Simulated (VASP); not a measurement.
# MgSiS3 (Pm-3m) in VASP: single point with r2SCAN+rVV10

Aim: the single point of MgSiS3 with r2SCAN+rVV10.

Program: VASP 6.6.1. These are calculated values, not measurements. Logs are shortened: lines on timing, memory, paths and dates and some standing lists are left out, and cuts for length are marked.

### 1 The cell of the first run

The structure is cubic, space group Pm-3m (No. 221). Conventional cell: a = 4.526 Å, b = 4.526 Å, c = 4.526 Å, α = 90.00°, β = 90.00°, γ = 90.00°. Within 4.2 Å of Mg (site symmetry m-3m) lie 12 S at 3.20 Å and 8 Si at 3.92 Å. Within 3.0 Å of Si (site symmetry m-3m) lie 6 S at 2.26 Å. S (site symmetry 4/mmm) has 2 Si at 2.26 Å within 3.0 Å.

### 2 Single point, r2SCAN+rVV10

File POSCAR:

```
MgSiS3
1.0
    4.5255271606      0.0000000000      0.0000000000
    0.0000000000      4.5255271606      0.0000000000
    0.0000000000      0.0000000000      4.5255271606
Mg Si S
1 1 3
Direct
    0.0000000000      0.0000000000      0.0000000000
    0.5000000000      0.5000000000      0.5000000000
    0.5000000000      0.5000000000      0.0000000000
    0.5000000000      0.0000000000      0.5000000000
    0.0000000000      0.5000000000      0.5000000000
```

File INCAR.step1:

```
SYSTEM = MgSiS3
ALGO     = Normal         ! electronic algorithm
EDIFF    = 1E-4           ! SCF threshold, eV
ENCUT    = 520            ! plane-wave cutoff, eV
GGA      = PE             ! functional
ISMEAR   = -1             ! smearing method
LASPH    = .True.         ! aspherical terms in the spheres
LCHARG   = .False.        ! write CHGCAR
LREAL    = .False.        ! projectors in reciprocal space
LWAVE    = .True.         ! write WAVECAR
NBANDS   = 20             ! bands
NELM     = 80             ! most SCF steps
PREC     = Accurate       ! precision mode
SIGMA    = 0.03           ! smearing width, eV
```

File INCAR.step2:

```
SYSTEM = MgSiS3
ALGO     = Normal         ! electronic algorithm
BPARAM   = 11.95        
CPARAM   = 0.0093       
EDIFF    = 1E-7           ! SCF threshold, eV
ENCUT    = 520            ! plane-wave cutoff, eV
ISIF     = 2              ! what is computed and relaxed
ISMEAR   = -1             ! smearing method
ISTART   = 1            
IVDW_NL  = 2            
LASPH    = .True.         ! aspherical terms in the spheres
LCHARG   = .False.        ! write CHGCAR
LMIXTAU  = .True.       
LREAL    = .False.        ! projectors in reciprocal space
LUSE_VDW = .True.       
LWAVE    = .False.        ! write WAVECAR
METAGGA  = R2SCAN         ! meta-GGA
NBANDS   = 20             ! bands
NELM     = 80             ! most SCF steps
PREC     = Accurate       ! precision mode
SIGMA    = 0.03           ! smearing width, eV
```

File KPOINTS:

```
k-points
0
Gamma
  6 6 6
  0 0 0
```

Potentials or basis: VASP PAW PBE potentials, release 64 (Mg, Si, S).

The run is started by

```sh
> cat potpaw_PBE.64/Mg/POTCAR potpaw_PBE.64/Si/POTCAR potpaw_PBE.64/S/POTCAR > POTCAR
> cp INCAR.step1 INCAR
> mpirun -np 1 vasp_std > vasp.out
> cp INCAR.step2 INCAR
> mpirun -np 1 vasp_std > vasp.out
```

OUTCAR:

```text
SYSTEM = MgSiS3
   BPARAM = 11.95
   EDIFF = 1E-7
   ENCUT = 520
   ISIF = 2
   ISMEAR = -1
   ISTART = 1
   IVDW_NL = 2
   LASPH = .True.
   LREAL = .False.
   METAGGA = R2SCAN
   NELM = 80
   PREC = Accurate

 ion  position               nearest neighbor table
   1  0.000  0.000  0.000-   3 3.20   4 3.20   5 3.20   4 3.20   5 3.20   3 3.20   5 3.20   5 3.20
                             3 3.20   4 3.20   4 3.20   3 3.20
   2  0.500  0.500  0.500-   3 2.26   4 2.26   5 2.26   3 2.26   4 2.26   5 2.26
   3  0.500  0.500  0.000-   2 2.26   2 2.26   1 3.20   1 3.20   1 3.20   1 3.20
   4  0.500  0.000  0.500-   2 2.26   2 2.26   1 3.20   1 3.20   1 3.20   1 3.20
   5  0.000  0.500  0.500-   2 2.26   2 2.26   1 3.20   1 3.20   1 3.20   1 3.20

  LATTYP: Found a simple cubic cell.
 ALAT       =     4.5255271606

  Lattice vectors:

 A1 = (   4.5255271606,   0.0000000000,   0.0000000000)
 A2 = (   0.0000000000,   4.5255271606,   0.0000000000)
 A3 = (   0.0000000000,   0.0000000000,   4.5255271606)

Analysis of symmetry for initial positions (statically):
=====================================================================
 Subroutine PRICEL returns:
 Original cell was already a primitive cell.

 Routine SETGRP: Setting up the symmetry group for a
 simple cubic supercell.

 Subroutine GETGRP returns: Found 48 space group operations
 (whereof 48 operations were pure point group operations)
 out of a pool of 48 trial point group operations.

The static configuration has the point symmetry O_h .

Analysis of symmetry for dynamics (positions and initial velocities):
=====================================================================
 Subroutine PRICEL returns:
 Original cell was already a primitive cell.

 Routine SETGRP: Setting up the symmetry group for a
 simple cubic supercell.

 Subroutine GETGRP returns: Found 48 space group operations
 (whereof 48 operations were pure point group operations)
 out of a pool of 48 trial point group operations.

The dynamic configuration has the point symmetry O_h .

 Subroutine INISYM returns: Found 48 space group operations
 (whereof 48 operations are pure point group operations),
 and found     1 'primitive' translations

----------------------------------------------------------------------------------------

                                     Primitive cell

  volume of cell :      92.6846

  direct lattice vectors                    reciprocal lattice vectors
     4.525527161  0.000000000  0.000000000     0.220968732  0.000000000  0.000000000
     0.000000000  4.525527161  0.000000000     0.000000000  0.220968732  0.000000000
     0.000000000  0.000000000  4.525527161     0.000000000  0.000000000  0.220968732

  length of vectors
     4.525527161  4.525527161  4.525527161     0.220968732  0.220968732  0.220968732

  position of ions in fractional coordinates (direct lattice)
     0.000000000  0.000000000  0.000000000
     0.500000000  0.500000000  0.500000000
     0.500000000  0.500000000  0.000000000
     0.500000000  0.000000000  0.500000000
     0.000000000  0.500000000  0.500000000

  ion indices of the primitive-cell ions
   primitive index   ion index
                 1           1
                 2           2
                 3           3
                 4           4
                 5           5

----------------------------------------------------------------------------------------

 KPOINTS: k-points

Automatic generation of k-mesh.
 Grid dimensions read from file:
 generate k-points for:    6    6    6

 Generating k-lattice:

  Cartesian coordinates                     Fractional coordinates (reciprocal lattice)
     0.036828122  0.000000000  0.000000000     0.166666667  0.000000000  0.000000000
     0.000000000  0.036828122  0.000000000     0.000000000  0.166666667  0.000000000
     0.000000000  0.000000000  0.036828122     0.000000000  0.000000000  0.166666667

  Length of vectors
     0.036828122  0.036828122  0.036828122

  Shift w.r.t. Gamma in fractional coordinates (k-lattice)
     0.000000000  0.000000000  0.000000000

 Subroutine IBZKPT returns following result:
 ===========================================

 Found     20 irreducible k-points:

 Following reciprocal coordinates:
            Coordinates               Weight
  0.000000  0.000000  0.000000      1.000000
  0.166667  0.000000  0.000000      6.000000
  0.333333  0.000000  0.000000      6.000000
  0.500000  0.000000  0.000000      3.000000
  0.166667  0.166667  0.000000     12.000000
  0.333333  0.166667  0.000000     24.000000
[... 12 lines left out ...]
  0.500000  0.500000  0.333333      6.000000
  0.500000  0.500000  0.500000      1.000000
   k-points           NKPTS =     20   k-points in BZ     NKDIM =     20   number of bands    NBANDS=     20
   number of dos      NEDOS =    301   number of ions     NIONS =      5
   total plane-waves  NPLWV =  46656
   dimension x,y,z NGX =    36 NGY =   36 NGZ =   36
   dimension x,y,z NGXF=    72 NGYF=   72 NGZF=   72
   ions per type =               1   1   3
   NGX,Y,Z   is equivalent  to a cutoff of  13.22, 13.22, 13.22 a.u.
   NGXF,Y,Z  is equivalent  to a cutoff of  26.45, 26.45, 26.45 a.u.
 SYSTEM =  MgSiS3
   PREC   = accura    normal or accurate (medium, high low for compatibility)
   ISTART =      1    job   : 0-new  1-cont  2-samecut
   ICHARG =      0    charge: 1-file 2-atom 10-const
   ISPIN  =      1    spin polarized calculation?
   LNONCOLLINEAR =      F non collinear calculations
   LSORBIT =      F    spin-orbit coupling
   LASPH  =      T    aspherical Exc in radial PAW
   ENCUT  =  520.0 eV  38.22 Ry    6.18 a.u.   8.41  8.41  8.41*2*pi/ulx,y,z
   NELM   =     80;   NELMIN=  2; NELMDL=  0     # of ELM steps
   EDIFF  = 0.1E-06   stopping-criterion for ELM
   LREAL  =      F    real-space projection
   EDIFFG = 0.1E-05   stopping-criterion for IOM
   NSW    =      0    number of steps for IOM
   IBRION =     -1    ionic relax: 0-MD 1-quasi-New 2-CG
   NFREE  =      0    steps in history (QN), initial steepest desc. (CG)
   ISIF   =      2    stress and relaxation
   ISYM   =      2    0-nonsym 1-usesym 2-fastsym
   POTIM  = 0.5000    time-step for ionic-motion
   TEBEG  =    0.0;   TEEND  =   0.0 temperature during run
   PSTRESS=    0.0 pullay stress
   NELECT =      24.0000    total number of electrons
   NUPDOWN=      -1.0000    fix difference up-down
   EMIN   =  10.00;   EMAX   =-10.00  energy-range for DOS
   EFERMI =   0.00;   METHOD = LEGACY
   ISMEAR =    -1;   SIGMA  =   0.03  broadening in eV -4-tet -1-fermi 0-gaus
   EFERMI_NEDOS =   21; number of points for ismear=-14 and -15
   IALGO  =     38    algorithm
   IMIX   =      4    mixing-type and parameters
     AMIX     =   0.40;   BMIX     =  1.00
     AMIX_MAG =   1.60;   BMIX_MAG =  1.00
  volume/ion in A,a.u.               =      18.54       125.09
  Fermi-wavevector in a.u.,A,eV,Ry     =   1.043461  1.971855 14.814161  1.088810
  Thomas-Fermi vector in A             =   2.178171
   LORBIT       =      0    0 simple, 1 ext, 2 COOP (PROOUT), +10 PAW based schemes
   METAGGA = R2SCAN    functional components
   LHFCALC =     F    Hartree Fock is set to
   AEXX    =    0.0000 exact exchange contribution
   IVDW_NL    =     2    kernel type
   BPARAM     =11.9500
   IVDW    =     0    specifies the selected vdW correction
   LEPSILON=     F    determine dielectric tensor
   LRPA    =     F    only Hartree local field effects (RPA)
 non-spin polarized calculation
  energy-cutoff  :      520.00
  volume of cell :       92.68
 maximum number of plane-waves:      2517
 NGX is ok and might be reduce to    36
   NGX = 17   NGY = 17   NGZ = 17

 number of electron      24.0000000 magnetization

 Free energy of the ion-electron system (eV)
  ---------------------------------------------------
  ext. energy  EPLUGINS =         0.00000000
  ---------------------------------------------------
  free energy    TOTEN  =       -37.52494399 eV

  energy without entropy =      -37.51428456  energy(sigma->0) =      -37.51961427

 E-fermi :   5.2118     XC(G=0): -10.2157

 val. band max:        5.2086597893   @ k =   0.5000   0.5000   0.5000
 cond. band min:       5.2388280495   @ k =   0.3333   0.3333   0.3333
 fundamental gap:      0.0301682602
 Fermi energy:         5.2117908224

 k-point     1 :       0.0000    0.0000    0.0000
  band No.  band energies     occupation
      1     -10.8266      2.00000
      2      -6.9312      2.00000
      3      -6.9312      2.00000
      4      -1.6926      2.00000
      5      -1.6926      2.00000
      6      -1.6926      2.00000
[... 12 lines left out ...]
     19      10.9894      0.00000
     20      13.9009      0.00000

 k-point     2 :       0.1667    0.0000    0.0000
  band No.  band energies     occupation
      1     -10.6899      2.00000
      2      -7.2767      2.00000
      3      -6.9158      2.00000
      4      -1.6024      2.00000
      5      -1.6024      2.00000
      6      -1.5923      2.00000
[... 12 lines left out ...]
     19      11.6509      0.00000
     20      13.3915      0.00000

 k-point     3 :       0.3333    0.0000    0.0000
  band No.  band energies     occupation
      1     -10.3332      2.00000
      2      -8.0017      2.00000
      3      -6.8846      2.00000
      4      -1.3962      2.00000
      5      -1.3962      2.00000
      6      -1.3161      2.00000
[... 12 lines left out ...]
     19      12.4988      0.00000
     20      13.2392      0.00000

 k-point     4 :       0.5000    0.0000    0.0000
  band No.  band energies     occupation
      1     -10.0644      2.00000
      2      -8.4354      2.00000
      3      -6.8687      2.00000
      4      -1.2754      2.00000
      5      -1.2754      2.00000
      6      -1.1241      2.00000
[... 337 lines left out ...]
 k-point    19 :       0.5000    0.5000    0.3333
  band No.  band energies     occupation
      1      -8.5008      2.00000
      2      -8.2182      2.00000
      3      -8.2182      2.00000
      4      -5.4529      2.00000
      5       0.0602      2.00000
      6       0.4863      2.00000
[... 12 lines left out ...]
     19      12.8936      0.00000
     20      13.1922      0.00000

 k-point    20 :       0.5000    0.5000    0.5000
  band No.  band energies     occupation
      1      -8.1885      2.00000
      2      -8.1885      2.00000
      3      -8.1885      2.00000
      4      -6.0929      2.00000
      5       0.1738      2.00000
      6       0.1738      2.00000
[... 12 lines left out ...]
     19      13.6879      0.00000
     20      13.6879      0.00000

------------------------ aborting loop because EDIFF is reached ----------------------------------------

  FORCE on cell =-STRESS in cart. coord.  units (eV):
  Direction    XX          YY          ZZ          XY          YZ          ZX
  --------------------------------------------------------------------------------------
  -------------------------------------------------------------------------------------
  Total       -0.0963707     -0.0963707     -0.0963707      0.0000000      0.0000000     -0.0000000
  in kB       -1.6658964     -1.6658964     -1.6658964      0.0000000      0.0000000     -0.0000000
  external PRESSURE =      -1.6658964 kB  Pullay stress =       0.0000000 kB

 VOLUME and BASIS-vectors are now :
 -----------------------------------------------------------------------------
  energy-cutoff  :      520.00
  volume of cell :       92.68
      direct lattice vectors                 reciprocal lattice vectors
     4.525527161  0.000000000  0.000000000     0.220968732  0.000000000  0.000000000
     0.000000000  4.525527161  0.000000000     0.000000000  0.220968732  0.000000000
     0.000000000  0.000000000  4.525527161     0.000000000  0.000000000  0.220968732

 POSITION                                       TOTAL-FORCE (eV/Angst)
 -----------------------------------------------------------------------------------
      0.00000      0.00000      0.00000         0.000000      0.000000      0.000000
      2.26276      2.26276      2.26276         0.000000      0.000000      0.000000
      2.26276      2.26276      0.00000         0.000000      0.000000      0.000000
      2.26276      0.00000      2.26276         0.000000      0.000000      0.000000
      0.00000      2.26276      2.26276         0.000000      0.000000      0.000000
 -----------------------------------------------------------------------------------
    total drift:                                0.000000      0.000000      0.000000

  FREE ENERGIE OF THE ION-ELECTRON SYSTEM (eV)
  ---------------------------------------------------
  free  energy   TOTEN  =       -37.5249439860 eV

  energy  without entropy=      -37.5142845637  energy(sigma->0) =      -37.51961427
```

Wall time 88 s (1 thread of Intel Xeon 6975P-C (Granite Rapids), shared host); peak memory 0.4 GiB.

Results:

```yaml
Free_energy: -37.5249 eV
Pressure: -0.2 GPa
Band_gap_on_the_k_mesh: zero (bands 12 and 13 overlap by 1.72 eV)
```

Caveat: the PAW data sets were made with another functional, which shifts forces and pressure a little.

The gap in the log of VASP goes by the Fermi energy; the results here count the filled bands.